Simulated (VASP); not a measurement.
# CsCl (Pm-3m) in VASP: a series of runs

Runs on CsCl. Level: PBE. Tasks: single point.

Program: VASP 6.6.1. These are calculated values, not measurements. Logs are shortened: lines on timing, memory, paths and dates and some standing lists are left out, and cuts for length are marked.

### 1 The cell of the first run

It takes space group Pm-3m (No. 221, cubic). The conventional cell has a = 4.137 Å, b = 4.137 Å, c = 4.137 Å, α = 90.00°, β = 90.00°, γ = 90.00°. Within 4.7 Å of Cs (site symmetry m-3m) lie 8 Cl at 3.58 Å and 6 Cs at 4.14 Å. Within 4.7 Å of Cl (site symmetry m-3m) lie 8 Cs at 3.58 Å and 6 Cl at 4.14 Å.

### 2 Single point, PBE

The input, INCAR:

```
SYSTEM = CsCl
ALGO     = Normal         ! electronic algorithm
EDIFF    = 1E-6           ! SCF threshold, eV
ENCUT    = 500            ! plane-wave cutoff, eV
GGA      = PE             ! functional
GGA_COMPAT= .False.      
ISIF     = 2              ! what is computed and relaxed
ISMEAR   = 0              ! smearing method
LASPH    = .True.         ! aspherical terms in the spheres
LCHARG   = .False.        ! write CHGCAR
LREAL    = .False.        ! projectors in reciprocal space
LWAVE    = .False.        ! write WAVECAR
NBANDS   = 15             ! bands
NELM     = 120            ! most SCF steps
PREC     = Accurate       ! precision mode
SIGMA    = 0.01           ! smearing width, eV
```

The input, KPOINTS:

```
k-points
0
Gamma
  4 4 4
  0 0 0
```

The input, POSCAR:

```
CsCl
1.0
    4.1368323970      0.0000000000      0.0000000000
    0.0000000000      4.1368323970      0.0000000000
    0.0000000000      0.0000000000      4.1368323970
Cs Cl
1 1
Direct
    0.0000000000      0.0000000000      0.0000000000
    0.5000000000      0.5000000000      0.5000000000
```

Potentials or basis: VASP PAW PBE potentials, release 64 (Cs_sv, Cl).

The run is started by

```bash
> cat potpaw_PBE.64/Cs_sv/POTCAR potpaw_PBE.64/Cl/POTCAR > POTCAR
> mpirun -np 1 vasp_std > vasp.out
```

OUTCAR:

```text
SYSTEM = CsCl
   EDIFF = 1E-6
   ENCUT = 500
   GGA = PE
   ISIF = 2
   ISMEAR = 0
   LASPH = .True.
   LREAL = .False.
   NELM = 120
   PREC = Accurate

 ion  position               nearest neighbor table
   1  0.000  0.000  0.000-
   2  0.500  0.500  0.500-

  LATTYP: Found a simple cubic cell.
 ALAT       =     4.1368323970

  Lattice vectors:

 A1 = (   4.1368323970,   0.0000000000,   0.0000000000)
 A2 = (   0.0000000000,   4.1368323970,   0.0000000000)
 A3 = (   0.0000000000,   0.0000000000,   4.1368323970)

Analysis of symmetry for initial positions (statically):
=====================================================================
 Subroutine PRICEL returns:
 Original cell was already a primitive cell.

 Routine SETGRP: Setting up the symmetry group for a
 simple cubic supercell.

 Subroutine GETGRP returns: Found 48 space group operations
 (whereof 48 operations were pure point group operations)
 out of a pool of 48 trial point group operations.

The static configuration has the point symmetry O_h .

Analysis of symmetry for dynamics (positions and initial velocities):
=====================================================================
 Subroutine PRICEL returns:
 Original cell was already a primitive cell.

 Routine SETGRP: Setting up the symmetry group for a
 simple cubic supercell.

 Subroutine GETGRP returns: Found 48 space group operations
 (whereof 48 operations were pure point group operations)
 out of a pool of 48 trial point group operations.

The dynamic configuration has the point symmetry O_h .

 Subroutine INISYM returns: Found 48 space group operations
 (whereof 48 operations are pure point group operations),
 and found     1 'primitive' translations

----------------------------------------------------------------------------------------

                                     Primitive cell

  volume of cell :      70.7952

  direct lattice vectors                    reciprocal lattice vectors
     4.136832397  0.000000000  0.000000000     0.241730847  0.000000000  0.000000000
     0.000000000  4.136832397  0.000000000     0.000000000  0.241730847  0.000000000
     0.000000000  0.000000000  4.136832397     0.000000000  0.000000000  0.241730847

  length of vectors
     4.136832397  4.136832397  4.136832397     0.241730847  0.241730847  0.241730847

  position of ions in fractional coordinates (direct lattice)
     0.000000000  0.000000000  0.000000000
     0.500000000  0.500000000  0.500000000

  ion indices of the primitive-cell ions
   primitive index   ion index
                 1           1
                 2           2

----------------------------------------------------------------------------------------

 KPOINTS: k-points

Automatic generation of k-mesh.
 Grid dimensions read from file:
 generate k-points for:    4    4    4

 Generating k-lattice:

  Cartesian coordinates                     Fractional coordinates (reciprocal lattice)
     0.060432712  0.000000000  0.000000000     0.250000000  0.000000000  0.000000000
     0.000000000  0.060432712  0.000000000     0.000000000  0.250000000  0.000000000
     0.000000000  0.000000000  0.060432712     0.000000000  0.000000000  0.250000000

  Length of vectors
     0.060432712  0.060432712  0.060432712

  Shift w.r.t. Gamma in fractional coordinates (k-lattice)
     0.000000000  0.000000000  0.000000000

 Subroutine IBZKPT returns following result:
 ===========================================

 Found     10 irreducible k-points:

 Following reciprocal coordinates:
            Coordinates               Weight
  0.000000  0.000000  0.000000      1.000000
  0.250000  0.000000  0.000000      6.000000
  0.500000  0.000000  0.000000      3.000000
  0.250000  0.250000  0.000000     12.000000
  0.500000  0.250000  0.000000     12.000000
  0.500000  0.500000  0.000000      3.000000
  0.250000  0.250000  0.250000      8.000000
  0.500000  0.250000  0.250000     12.000000
  0.500000  0.500000  0.250000      6.000000
  0.500000  0.500000  0.500000      1.000000
   k-points           NKPTS =     10   k-points in BZ     NKDIM =     10   number of bands    NBANDS=     15
   number of dos      NEDOS =    301   number of ions     NIONS =      2
   total plane-waves  NPLWV =  27000
   dimension x,y,z NGX =    30 NGY =   30 NGZ =   30
   dimension x,y,z NGXF=    60 NGYF=   60 NGZF=   60
   ions per type =               1   1
   NGX,Y,Z   is equivalent  to a cutoff of  12.06, 12.06, 12.06 a.u.
   NGXF,Y,Z  is equivalent  to a cutoff of  24.11, 24.11, 24.11 a.u.
 SYSTEM =  CsCl
   PREC   = accura    normal or accurate (medium, high low for compatibility)
   ISTART =      0    job   : 0-new  1-cont  2-samecut
   ICHARG =      2    charge: 1-file 2-atom 10-const
   ISPIN  =      1    spin polarized calculation?
   LNONCOLLINEAR =      F non collinear calculations
   LSORBIT =      F    spin-orbit coupling
   LASPH  =      T    aspherical Exc in radial PAW
   ENCUT  =  500.0 eV  36.75 Ry    6.06 a.u.   7.54  7.54  7.54*2*pi/ulx,y,z
   NELM   =    120;   NELMIN=  2; NELMDL= -5     # of ELM steps
   EDIFF  = 0.1E-05   stopping-criterion for ELM
   LREAL  =      F    real-space projection
   EDIFFG = 0.1E-04   stopping-criterion for IOM
   NSW    =      0    number of steps for IOM
   IBRION =     -1    ionic relax: 0-MD 1-quasi-New 2-CG
   NFREE  =      0    steps in history (QN), initial steepest desc. (CG)
   ISIF   =      2    stress and relaxation
   ISYM   =      2    0-nonsym 1-usesym 2-fastsym
   POTIM  = 0.5000    time-step for ionic-motion
   TEBEG  =    0.0;   TEEND  =   0.0 temperature during run
   PSTRESS=    0.0 pullay stress
   NELECT =      16.0000    total number of electrons
   NUPDOWN=      -1.0000    fix difference up-down
   EMIN   =  10.00;   EMAX   =-10.00  energy-range for DOS
   EFERMI =   0.00;   METHOD = LEGACY
   ISMEAR =     0;   SIGMA  =   0.01  broadening in eV -4-tet -1-fermi 0-gaus
   EFERMI_NEDOS =   21; number of points for ismear=-14 and -15
   IALGO  =     38    algorithm
   IMIX   =      4    mixing-type and parameters
     AMIX     =   0.40;   BMIX     =  1.00
     AMIX_MAG =   1.60;   BMIX_MAG =  1.00
  volume/ion in A,a.u.               =      35.40       238.87
  Fermi-wavevector in a.u.,A,eV,Ry     =   0.997195  1.884426 13.529613  0.994399
  Thomas-Fermi vector in A             =   2.129335
   LORBIT       =      0    0 simple, 1 ext, 2 COOP (PROOUT), +10 PAW based schemes
   GGA     = PE    functional components
   LHFCALC =     F    Hartree Fock is set to
   AEXX    =    0.0000 exact exchange contribution
   IVDW    =     0    specifies the selected vdW correction
   LEPSILON=     F    determine dielectric tensor
   LRPA    =     F    only Hartree local field effects (RPA)
 non-spin polarized calculation
 Gauss-broadening in eV      SIGMA  =   0.01
  energy-cutoff  :      500.00
  volume of cell :       70.80
 maximum number of plane-waves:      1856
   NGX = 15   NGY = 15   NGZ = 15

 number of electron      15.9999998 magnetization

 Free energy of the ion-electron system (eV)
  ---------------------------------------------------
  ext. energy  EPLUGINS =         0.00000000
  ---------------------------------------------------
  free energy    TOTEN  =        -6.53082252 eV

  energy without entropy =       -6.53082252  energy(sigma->0) =       -6.53082252

 E-fermi :  -0.2522     XC(G=0):  -8.2109

 val. band max:       -0.3682427888   @ k =   0.0000   0.0000   0.0000
 cond. band min:       4.8462011785   @ k =   0.0000   0.0000   0.0000
 fundamental gap:      5.2144439673
 Fermi energy:        -0.2521593076

 k-point     1 :       0.0000    0.0000    0.0000
  band No.  band energies     occupation
      1     -19.7645      2.00000
      2     -12.5323      2.00000
      3      -6.2583      2.00000
      4      -6.2583      2.00000
      5      -6.2583      2.00000
      6      -0.3682      2.00000
      7      -0.3682      2.00000
      8      -0.3682      2.00000
      9       4.8462      0.00000
     10       5.0346      0.00000
     11       5.0346      0.00000
     12       9.6225      0.00000
     13       9.6225      0.00000
     14       9.6225      0.00000
     15      12.8007      0.00000

 k-point     2 :       0.2500    0.0000    0.0000
  band No.  band energies     occupation
      1     -19.7256      2.00000
      2     -12.5514      2.00000
      3      -6.5369      2.00000
      4      -6.1916      2.00000
      5      -6.1916      2.00000
      6      -1.0056      2.00000
      7      -0.4791      2.00000
      8      -0.4791      2.00000
      9       5.4304      0.00000
     10       6.0017      0.00000
     11       6.4642      0.00000
     12       9.2569      0.00000
     13       9.2569      0.00000
     14       9.9529      0.00000
     15      10.4632      0.00000

 k-point     3 :       0.5000    0.0000    0.0000
  band No.  band energies     occupation
      1     -19.6858      2.00000
      2     -12.5742      2.00000
      3      -6.7777      2.00000
      4      -6.1219      2.00000
      5      -6.1219      2.00000
      6      -1.5151      2.00000
      7      -0.5960      2.00000
      8      -0.5960      2.00000
      9       6.0391      0.00000
     10       7.1916      0.00000
     11       8.4528      0.00000
     12       8.9047      0.00000
     13       9.0925      0.00000
     14       9.0925      0.00000
     15      10.4165      0.00000
[... 91 lines left out ...]
 k-point     9 :       0.5000    0.5000    0.2500
  band No.  band energies     occupation
      1     -19.5873      2.00000
      2     -12.4085      2.00000
      3      -6.8975      2.00000
      4      -6.8975      2.00000
      5      -6.4275      2.00000
      6      -1.1174      2.00000
      7      -1.1174      2.00000
      8      -0.9816      2.00000
      9       6.8276      0.00000
     10       7.2315      0.00000
     11       7.7634      0.00000
     12       7.7634      0.00000
     13      10.8517      0.00000
     14      10.8517      0.00000
     15      11.8908      0.00000

 k-point    10 :       0.5000    0.5000    0.5000
  band No.  band energies     occupation
      1     -19.5555      2.00000
      2     -12.3691      2.00000
      3      -6.7780      2.00000
      4      -6.7780      2.00000
      5      -6.7780      2.00000
      6      -1.4395      2.00000
      7      -1.4395      2.00000
      8      -1.4395      2.00000
      9       8.0820      0.00000
     10       8.0820      0.00000
     11       8.0820      0.00000
     12      10.1015      0.00000
     13      10.1015      0.00000
     14      10.1015      0.00000
     15      12.0019      0.00000

------------------------ aborting loop because EDIFF is reached ----------------------------------------

  FORCE on cell =-STRESS in cart. coord.  units (eV):
  Direction    XX          YY          ZZ          XY          YZ          ZX
  --------------------------------------------------------------------------------------
  -------------------------------------------------------------------------------------
  Total        0.3684715      0.3684715      0.3684715     -0.0000000     -0.0000000      0.0000000
  in kB        8.3389373      8.3389373      8.3389373     -0.0000000     -0.0000000      0.0000000
  external PRESSURE =       8.3389373 kB  Pullay stress =       0.0000000 kB

 VOLUME and BASIS-vectors are now :
 -----------------------------------------------------------------------------
  energy-cutoff  :      500.00
  volume of cell :       70.80
      direct lattice vectors                 reciprocal lattice vectors
     4.136832397  0.000000000  0.000000000     0.241730847  0.000000000  0.000000000
     0.000000000  4.136832397  0.000000000     0.000000000  0.241730847  0.000000000
     0.000000000  0.000000000  4.136832397     0.000000000  0.000000000  0.241730847

 POSITION                                       TOTAL-FORCE (eV/Angst)
 -----------------------------------------------------------------------------------
      0.00000      0.00000      0.00000         0.000000      0.000000      0.000000
      2.06842      2.06842      2.06842         0.000000      0.000000      0.000000
 -----------------------------------------------------------------------------------
    total drift:                                0.000000      0.000000      0.000000

  FREE ENERGIE OF THE ION-ELECTRON SYSTEM (eV)
  ---------------------------------------------------
  free  energy   TOTEN  =        -6.5308225206 eV

  energy  without entropy=       -6.5308225206  energy(sigma->0) =       -6.53082252
```

Run time: 8.6 s. Hardware: 1 thread of AMD EPYC 7R43 (Zen 3), shared host; peak memory 0.12 GiB.

Results:

- Free energy: -6.5308 eV
- Pressure: 0.8 GPa
- Band gap on the k mesh: 5.21 eV

Levels at points of the mesh, in eV from the valence-band top:
| k point | band 6 | band 7 | band 8 | band 9 | band 10 | band 11 |
| --- | --- | --- | --- | --- | --- | --- |
| (0.00, 0.00, 0.00) | 0.00 | 0.00 | 0.00 | 5.21 | 5.40 | 5.40 |
| (0.50, 0.00, 0.00) | -1.15 | -0.23 | -0.23 | 6.41 | 7.56 | 8.82 |
| (0.50, 0.50, 0.00) | -0.42 | -0.42 | -0.05 | 5.94 | 6.02 | 7.97 |
| (0.50, 0.50, 0.50) | -1.07 | -1.07 | -1.07 | 8.45 | 8.45 | 8.45 |

Caveat: spin-orbit coupling is left out, which moves the levels of the heavy elements.

### 3 Single point, PBE

The input, INCAR:

```
PREC = Accurate ; ENCUT = 500
EDIFF = 1E-6 ; ISMEAR = 0
SIGMA = 0.01 ; LREAL = False
LASPH = True ; NELM = 120
ALGO = Normal ; ISIF = 2
LWAVE = False ; LCHARG = False
GGA = PE ; NBANDS = 15
GGA_COMPAT = False
```

The input, KPOINTS:

```
regular mesh
0
Gamma
  4 4 4
```

POSCAR is that of step 2.

Potentials or basis: VASP PAW PBE potentials, release 64 (Cs_sv, Cl).

The run is started by

```bash
> cat potpaw_PBE.64/Cs_sv/POTCAR potpaw_PBE.64/Cl/POTCAR > POTCAR
> mpirun -np 1 vasp_std > vasp.out
```

Wall time 8.4 s (1 thread of AMD EPYC 7R43 (Zen 3), shared host); peak memory 0.13 GiB.

Results (log left out):

```yaml
Free_energy: -6.5308 eV
Pressure: 0.8 GPa
Band_gap_on_the_k_mesh: 5.21 eV
```

Levels at points of the mesh, in eV from the valence-band top:
```
           k point  band 4  band 5  band 6  band 7  band 8  band 9  band 10  band 11  band 12  band 13
(0.00, 0.00, 0.00)   -5.89   -5.89    0.00    0.00    0.00    5.21     5.40     5.40     9.99     9.99
(0.50, 0.00, 0.00)   -5.75   -5.75   -1.15   -0.23   -0.23    6.41     7.56     8.82     9.27     9.46
(0.50, 0.50, 0.00)   -6.64   -5.67   -0.42   -0.42   -0.05    5.94     6.02     7.97     7.97    11.86
(0.50, 0.50, 0.50)   -6.41   -6.41   -1.07   -1.07   -1.07    8.45     8.45     8.45    10.47    10.47
```

Caveat: spin-orbit coupling is left out, which moves the levels of the heavy elements.

(Part 1 of 2 ends here.)
